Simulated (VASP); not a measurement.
# MgO (P1) in VASP: notebook

MgO is run at these levels: PBEsol; tasks: single point.

Program: VASP 6.6.1. These are calculated values, not measurements. Logs are shortened: lines on timing, memory, paths and dates and some standing lists are left out, and cuts for length are marked.

## Step 1: The cell of the first run

The typed cell holds 24 atoms: a = 5.846 Å, b = 8.769 Å, c = 5.092 Å, α = 90.00°, β = 90.00°, γ = 120.00°.

## Step 2: Single point, PBEsol

INCAR reads:

```
  PREC = Accurate
  ENCUT = 520
  EDIFF = 1E-6
  ISMEAR = -1
  SIGMA = 0.086
  LREAL = False
  LASPH = True
  NELM = 120
  ALGO = Normal
  ISIF = 2
  LWAVE = False
  LCHARG = False
  GGA = PS
  NBANDS = 66
  GGA_COMPAT = False
```

KPOINTS reads:

```
Automatic mesh
0
Gamma
  4 2 4
```

POSCAR reads:

```
MgO
1.0
    5.8461105929      0.0000000000      0.0000000000
   -4.3845829447      7.5943204302      0.0000000000
    0.0000000000      0.0000000000      5.0921016473
Mg O
12 12
Direct
   -0.0203919288      0.0071814194      0.0353590742
   -0.0025271944     -0.0121245872      0.4983474753
   -0.0072290943      0.3317813652      0.0051473835
   -0.0085041306      0.3264572548      0.5134294602
    0.0331372772      0.6753146706     -0.0031588136
    0.0185782192      0.6693107101      0.5148432183
    0.5244023826      0.0033363091     -0.0209218133
    0.4685355787     -0.0040893718      0.4912466744
    0.4991724607      0.3433743709     -0.0002875041
    0.5167662565      0.3370812469      0.5093240826
    0.4967178190      0.6555046032     -0.0039144937
    0.5358751154      0.6800097583      0.4886703315
    0.1526920390      0.2267124512      0.2559501146
    0.3117147907      0.0904163850      0.7174929436
    0.1777988653      0.5565324822      0.2805177703
    0.3219588313      0.4342884963      0.7765096367
    0.1688234303      0.8941013304      0.2278126165
    0.3219783498      0.7661885028      0.7519946115
    0.6749983455      0.2237391766      0.2068544725
    0.8166749575      0.0961720021      0.7384283073
    0.6331128874      0.5425231972      0.2398708990
    0.8461243944      0.4609053611      0.7572154421
    0.6614448468      0.9011946576      0.2476529510
    0.8298343310      0.7872674132      0.7570345737
```

Potentials or basis: VASP PAW PBE potentials, release 64 (Mg, O).

Started as:

```console
$ cat potpaw_PBE.64/Mg/POTCAR potpaw_PBE.64/O/POTCAR > POTCAR
$ mpirun -np 1 vasp_std > vasp.out
```

OUTCAR:

```text
PREC = Accurate
   ENCUT = 520
   EDIFF = 1E-6
   ISMEAR = -1
   LREAL = False
   LASPH = True
   NELM = 120
   ISIF = 2
   GGA = PS

 ion  position               nearest neighbor table
   1  0.980  0.007  0.035-  23 1.94  13 2.01  17 2.06  20 2.13  24 2.19  14 2.35   2 2.37   7 2.66
                             2 2.74   3 2.81  11 2.97   9 3.00   5 3.08   7 3.21  12 3.58
   2  0.997  0.988  0.498-  14 1.94  24 2.02  17 2.10  20 2.13  23 2.14  13 2.20   1 2.37  12 2.70
                             8 2.72   1 2.74   6 2.86   4 2.99  10 3.05   8 3.13
   3  0.993  0.332  0.005-  19 1.91  16 2.03  13 2.05  22 2.14  15 2.21  20 2.25   4 2.50   4 2.59
                             1 2.81   7 2.81  11 2.89   5 2.90   9 2.91   9 2.94
   4  0.991  0.326  0.513-  13 2.05  20 2.09  15 2.11  16 2.14  22 2.16  19 2.24   3 2.50   3 2.59
                            10 2.82   6 2.93   8 2.98   2 2.99  10 3.03  12 3.14   7 3.66
   5  0.033  0.675  0.997-  18 1.92  22 2.04  17 2.04  15 2.18  24 2.24  21 2.37   6 2.46   6 2.64
                            11 2.80   7 2.88   3 2.90   9 3.02  11 3.05   1 3.08
   6  0.019  0.669  0.515-  18 1.95  22 2.01  15 2.05  24 2.22  17 2.25  21 2.40   5 2.46   5 2.64
                             8 2.76   2 2.86  12 2.87  10 2.92   4 2.93  12 2.98
   7  0.524  0.003  0.979-  20 1.92  23 2.01  19 2.04  18 2.15  17 2.20  14 2.20   8 2.50   8 2.63
                             1 2.66   3 2.81   5 2.88  11 2.97   9 3.06   1 3.21   4 3.66
   8  0.469  0.996  0.491-  14 1.90  17 2.03  23 2.11  20 2.17  18 2.20  19 2.27   7 2.50   7 2.63
                             2 2.72   6 2.76  10 2.86   4 2.98  12 2.99   2 3.13
   9  0.499  0.343  1.000-  21 1.95  16 1.96  19 2.09  22 2.15  13 2.19  14 2.40  10 2.50  10 2.60
                            11 2.74   3 2.91   3 2.94   1 3.00   5 3.02   7 3.06
  10  0.517  0.337  0.509-  21 2.09  22 2.10  14 2.16  16 2.20  13 2.25  19 2.27   9 2.50   9 2.60
                             4 2.82   8 2.86   6 2.92  12 2.95   4 3.03   2 3.05
  11  0.497  0.656  0.996-  21 1.99  16 2.02  24 2.09  18 2.13  15 2.17  23 2.27  12 2.52  12 2.59
                             9 2.74   5 2.80   3 2.89   1 2.97   7 2.97   5 3.05
  12  0.536  0.680  0.489-  21 2.02  24 2.02  23 2.09  15 2.10  18 2.21  16 2.38  11 2.52  11 2.59
                             2 2.70   6 2.87  10 2.95   6 2.98   8 2.99   4 3.14   1 3.58
  13  0.153  0.227  0.256-   1 2.01   4 2.05   3 2.05   9 2.19   2 2.20  10 2.25
  14  0.312  0.090  0.717-   8 1.90   2 1.94  10 2.16   7 2.20   1 2.35   9 2.40
  15  0.178  0.557  0.281-   6 2.05  12 2.10   4 2.11  11 2.17   5 2.18   3 2.21
  16  0.322  0.434  0.777-   9 1.96  11 2.02   3 2.03   4 2.14  10 2.20  12 2.38
  17  0.169  0.894  0.228-   8 2.03   5 2.04   1 2.06   2 2.10   7 2.20   6 2.25
  18  0.322  0.766  0.752-   5 1.92   6 1.95  11 2.13   7 2.15   8 2.20  12 2.21
  19  0.675  0.224  0.207-   3 1.91   7 2.04   9 2.09   4 2.24   8 2.27  10 2.27
  20  0.817  0.096  0.738-   7 1.92   4 2.09   2 2.13   1 2.13   8 2.17   3 2.25
  21  0.633  0.543  0.240-   9 1.95  11 1.99  12 2.02  10 2.09   5 2.37   6 2.40
  22  0.846  0.461  0.757-   6 2.01   5 2.04  10 2.10   3 2.14   9 2.15   4 2.16
  23  0.661  0.901  0.248-   1 1.94   7 2.01  12 2.09   8 2.11   2 2.14  11 2.27
  24  0.830  0.787  0.757-   2 2.02  12 2.02  11 2.09   1 2.19   6 2.22   5 2.24

  LATTYP: Found a simple monoclinic cell.
 ALAT       =     5.8461105929
 B/A-ratio  =     0.8710238314
 C/A-ratio  =     1.3228756555
 COS(beta)  =    -0.1889822365

  Lattice vectors:

 A1 = (   5.8461105929,   0.0000000000,   0.0000000000)
 A2 = (   0.0000000000,   0.0000000000,   5.0921016473)
 A3 = (  -1.4615276482,  -7.5943204302,   0.0000000000)

Analysis of symmetry for initial positions (statically):
=====================================================================
 Subroutine PRICEL returns:
 Original cell was already a primitive cell.

 Routine SETGRP: Setting up the symmetry group for a
 simple monoclinic supercell.

 Subroutine GETGRP returns: Found  1 space group operations
 (whereof  1 operations were pure point group operations)
 out of a pool of  4 trial point group operations.

The static configuration has the point symmetry C_1 .

Analysis of symmetry for dynamics (positions and initial velocities):
=====================================================================
 Subroutine PRICEL returns:
 Original cell was already a primitive cell.

 Routine SETGRP: Setting up the symmetry group for a
 simple monoclinic supercell.

 Subroutine GETGRP returns: Found  1 space group operations
 (whereof  1 operations were pure point group operations)
 out of a pool of  4 trial point group operations.

The dynamic configuration has the point symmetry C_1 .

 Subroutine INISYM returns: Found  1 space group operations
 (whereof  1 operations are pure point group operations),
 and found     1 'primitive' translations

----------------------------------------------------------------------------------------

                                     Primitive cell

  volume of cell :     226.0752

  direct lattice vectors                    reciprocal lattice vectors
     5.846110593  0.000000000  0.000000000     0.171053897  0.098758014  0.000000000
    -4.384582945  7.594320430  0.000000000     0.000000000  0.131677351  0.000000000
     0.000000000  0.000000000  5.092101647     0.000000000  0.000000000  0.196382568

  length of vectors
     5.846110593  8.769165889  5.092101647     0.197516027  0.131677351  0.196382568

  position of ions in fractional coordinates (direct lattice)
     0.979608071  0.007181419  0.035359074
     0.997472806  0.987875413  0.498347475
     0.992770906  0.331781365  0.005147384
     0.991495869  0.326457255  0.513429460
     0.033137277  0.675314671  0.996841186
     0.018578219  0.669310710  0.514843218
[... 16 lines left out ...]
     0.661444847  0.901194658  0.247652951
     0.829834331  0.787267413  0.757034574

  ion indices of the primitive-cell ions
   primitive index   ion index
                 1           1
                 2           2
                 3           3
                 4           4
                 5           5
                 6           6
[... 16 lines left out ...]
                23          23
                24          24

----------------------------------------------------------------------------------------

 KPOINTS: Automatic mesh

Automatic generation of k-mesh.
 Grid dimensions read from file:
 generate k-points for:    4    2    4

 Generating k-lattice:

  Cartesian coordinates                     Fractional coordinates (reciprocal lattice)
     0.042763474  0.024689503  0.000000000     0.250000000  0.000000000  0.000000000
     0.000000000  0.065838676  0.000000000     0.000000000  0.500000000  0.000000000
     0.000000000  0.000000000  0.049095642     0.000000000  0.000000000  0.250000000

  Length of vectors
     0.049379007  0.065838676  0.049095642

  Shift w.r.t. Gamma in fractional coordinates (k-lattice)
     0.000000000  0.000000000  0.000000000

 Subroutine IBZKPT returns following result:
 ===========================================

 Found     20 irreducible k-points:

 Following reciprocal coordinates:
            Coordinates               Weight
  0.000000  0.000000  0.000000      1.000000
  0.250000  0.000000  0.000000      2.000000
  0.500000  0.000000  0.000000      1.000000
  0.000000  0.500000  0.000000      1.000000
  0.250000  0.500000  0.000000      2.000000
  0.500000  0.500000  0.000000      1.000000
[... 12 lines left out ...]
  0.250000  0.500000  0.500000      2.000000
  0.500000  0.500000  0.500000      1.000000
   k-points           NKPTS =     20   k-points in BZ     NKDIM =     20   number of bands    NBANDS=     66
   number of dos      NEDOS =    301   number of ions     NIONS =     24
   total plane-waves  NPLWV = 134400
   dimension x,y,z NGX =    48 NGY =   70 NGZ =   40
   dimension x,y,z NGXF=    96 NGYF=  140 NGZF=   80
   ions per type =              12  12
   NGX,Y,Z   is equivalent  to a cutoff of  13.65, 13.27, 13.06 a.u.
   NGXF,Y,Z  is equivalent  to a cutoff of  27.30, 26.54, 26.12 a.u.
 SYSTEM =  unknown system
   PREC   = accura    normal or accurate (medium, high low for compatibility)
   ISTART =      0    job   : 0-new  1-cont  2-samecut
   ICHARG =      2    charge: 1-file 2-atom 10-const
   ISPIN  =      1    spin polarized calculation?
   LNONCOLLINEAR =      F non collinear calculations
   LSORBIT =      F    spin-orbit coupling
   LASPH  =      T    aspherical Exc in radial PAW
   ENCUT  =  520.0 eV  38.22 Ry    6.18 a.u.  10.87 16.30  9.47*2*pi/ulx,y,z
   NELM   =    120;   NELMIN=  2; NELMDL= -5     # of ELM steps
   EDIFF  = 0.1E-05   stopping-criterion for ELM
   LREAL  =      F    real-space projection
   EDIFFG = 0.1E-04   stopping-criterion for IOM
   NSW    =      0    number of steps for IOM
   IBRION =     -1    ionic relax: 0-MD 1-quasi-New 2-CG
   NFREE  =      0    steps in history (QN), initial steepest desc. (CG)
   ISIF   =      2    stress and relaxation
   ISYM   =      2    0-nonsym 1-usesym 2-fastsym
   POTIM  = 0.5000    time-step for ionic-motion
   TEBEG  =    0.0;   TEEND  =   0.0 temperature during run
   PSTRESS=    0.0 pullay stress
   NELECT =      96.0000    total number of electrons
   NUPDOWN=      -1.0000    fix difference up-down
   EMIN   =  10.00;   EMAX   =-10.00  energy-range for DOS
   EFERMI =   0.00;   METHOD = LEGACY
   ISMEAR =    -1;   SIGMA  =   0.09  broadening in eV -4-tet -1-fermi 0-gaus
   EFERMI_NEDOS =   21; number of points for ismear=-14 and -15
   IALGO  =     38    algorithm
   IMIX   =      4    mixing-type and parameters
     AMIX     =   0.40;   BMIX     =  1.00
     AMIX_MAG =   1.60;   BMIX_MAG =  1.00
  volume/ion in A,a.u.               =       9.42        63.57
  Fermi-wavevector in a.u.,A,eV,Ry     =   1.230498  2.325304 20.600925  1.514125
  Thomas-Fermi vector in A             =   2.365344
   LORBIT       =      0    0 simple, 1 ext, 2 COOP (PROOUT), +10 PAW based schemes
   GGA     = PS    functional components
   LHFCALC =     F    Hartree Fock is set to
   AEXX    =    0.0000 exact exchange contribution
   IVDW    =     0    specifies the selected vdW correction
   LEPSILON=     F    determine dielectric tensor
   LRPA    =     F    only Hartree local field effects (RPA)
 non-spin polarized calculation
  energy-cutoff  :      520.00
  volume of cell :      226.08
 maximum number of plane-waves:      6114
 NGX is ok and might be reduce to    48
   NGX = 21   NGY = 33   NGZ = 19

 number of electron      95.9999993 magnetization

 Free energy of the ion-electron system (eV)
  ---------------------------------------------------
  ext. energy  EPLUGINS =         0.00000000
  ---------------------------------------------------
  free energy    TOTEN  =      -143.87857243 eV

  energy without entropy =     -143.87857243  energy(sigma->0) =     -143.87857243

 E-fermi :   5.2242     XC(G=0): -11.2436

 val. band max:        3.2678906374   @ k =   0.0000   0.0000   0.0000
 cond. band min:       7.3465091350   @ k =   0.0000   0.0000   0.0000
 fundamental gap:      4.0786184976
 Fermi energy:         5.2241703433

 k-point     1 :       0.0000    0.0000    0.0000
  band No.  band energies     occupation
      1     -14.2047      2.00000
      2     -13.4834      2.00000
      3     -13.1742      2.00000
      4     -13.0721      2.00000
      5     -12.9793      2.00000
      6     -12.9524      2.00000
[... 1249 lines left out ...]
     59      12.6325      0.00000
     60      12.7324      0.00000
 [bands above 60 left out]

------------------------ aborting loop because EDIFF is reached ----------------------------------------

  FORCE on cell =-STRESS in cart. coord.  units (eV):
  Direction    XX          YY          ZZ          XY          YZ          ZX
  --------------------------------------------------------------------------------------
  -------------------------------------------------------------------------------------
  Total        7.7477073      6.2502593      9.1986778      1.8988296     -0.1386092     -0.6580622
  in kB       54.9073875     44.2950918     65.1903000     13.4568546     -0.9823126     -4.6636349
  external PRESSURE =      54.7975931 kB  Pullay stress =       0.0000000 kB

 VOLUME and BASIS-vectors are now :
 -----------------------------------------------------------------------------
  energy-cutoff  :      520.00
  volume of cell :      226.08
      direct lattice vectors                 reciprocal lattice vectors
     5.846110593  0.000000000  0.000000000     0.171053897  0.098758014  0.000000000
    -4.384582945  7.594320430  0.000000000     0.000000000  0.131677351  0.000000000
     0.000000000  0.000000000  5.092101647     0.000000000  0.000000000  0.196382568

 POSITION                                       TOTAL-FORCE (eV/Angst)
 -----------------------------------------------------------------------------------
      5.69541      0.05454      0.18005         1.397052     -0.058710     -2.663441
      1.49991      7.50224      2.53764        -0.947402      1.144136      1.101541
      4.34913      2.51965      0.02621         0.643382      0.642947      0.168658
      4.36502      2.47922      2.61444         0.850554      0.244273     -0.667459
     -2.76725      5.12856      5.07602        -1.314107     -0.168398      1.222941
     -2.82604      5.08296      2.62163        -0.314568     -0.383666     -1.073825
[... 16 lines left out ...]
     -0.08448      6.84396      1.26107         0.488233     -1.309694      0.525297
      1.39946      5.97876      3.85490         0.567566     -1.139444     -0.370570
 -----------------------------------------------------------------------------------
    total drift:                               -0.000094     -0.000458     -0.000511

  FREE ENERGIE OF THE ION-ELECTRON SYSTEM (eV)
  ---------------------------------------------------
  free  energy   TOTEN  =      -143.8785724266 eV

  energy  without entropy=     -143.8785724265  energy(sigma->0) =     -143.87857243
```

Wall time 12 min (1 thread of Oxide Virtual Turin-like, shared host); peak memory 0.42 GiB.

What came out:

```
Free energy            : -143.8786 eV
Pressure               : 5.5 GPa
Largest force          : 3.008 eV/Å
Band gap on the k mesh : 4.08 eV
```

Forces on the atoms (eV/Å):
```
Mg   1.397 -0.059 -2.663
Mg  -0.947  1.144  1.102
Mg   0.643  0.643  0.169
Mg   0.851  0.244 -0.667
Mg  -1.314 -0.168  1.223
Mg  -0.315 -0.384 -1.074
Mg  -1.829 -0.386  0.477
Mg   1.745 -0.090 -0.981
Mg   0.302 -1.162  0.553
Mg  -1.146 -0.404 -0.805
Mg  -0.383  0.489 -0.196
Mg  -1.493 -0.694  0.528
O    0.940 -0.599 -0.006
O    0.448  1.908  1.248
O   -0.811  0.290 -1.033
O    0.080  0.147 -1.230
O   -0.365 -0.613  0.852
O    1.062  1.045 -0.201
O   -1.374  0.012  1.842
O    0.099  1.281 -0.151
O    1.668  1.281  1.219
O   -0.316 -1.478 -0.360
O    0.488 -1.310  0.525
O    0.568 -1.139 -0.371
```

Levels at points of the mesh, in eV from the valence-band top:
```tsv
k point	band 44	band 45	band 46	band 47	band 48	band 49	band 50	band 51	band 52	band 53
(0.00, 0.00, 0.00)	-0.56	-0.50	-0.44	-0.05	0.00	4.08	6.86	7.26	7.78	7.95
(0.50, 0.00, 0.00)	-0.70	-0.66	-0.55	-0.45	-0.31	6.05	6.39	6.82	7.22	8.83
(0.00, 0.50, 0.00)	-0.72	-0.63	-0.56	-0.33	-0.14	5.33	5.40	7.81	7.82	8.21
(0.50, 0.50, 0.00)	-0.85	-0.80	-0.64	-0.46	-0.29	5.80	6.20	7.47	7.79	8.40
(0.00, 0.00, 0.50)	-0.71	-0.40	-0.30	-0.30	-0.19	6.24	6.53	7.41	8.04	8.12
(0.50, 0.00, 0.50)	-0.80	-0.72	-0.66	-0.60	-0.56	7.08	7.39	7.94	8.07	8.15
(0.00, 0.50, 0.50)	-0.80	-0.71	-0.59	-0.47	-0.29	6.81	6.95	7.37	7.58	7.97
(0.50, 0.50, 0.50)	-0.92	-0.75	-0.72	-0.60	-0.47	7.03	7.47	7.80	8.08	8.19
```

Caveat: the cell stands under pressure; the atoms stand as in a frame of molecular dynamics; the PAW data sets were made with another functional, which shifts forces and pressure a little.

(Continued in part 2 of 2.)
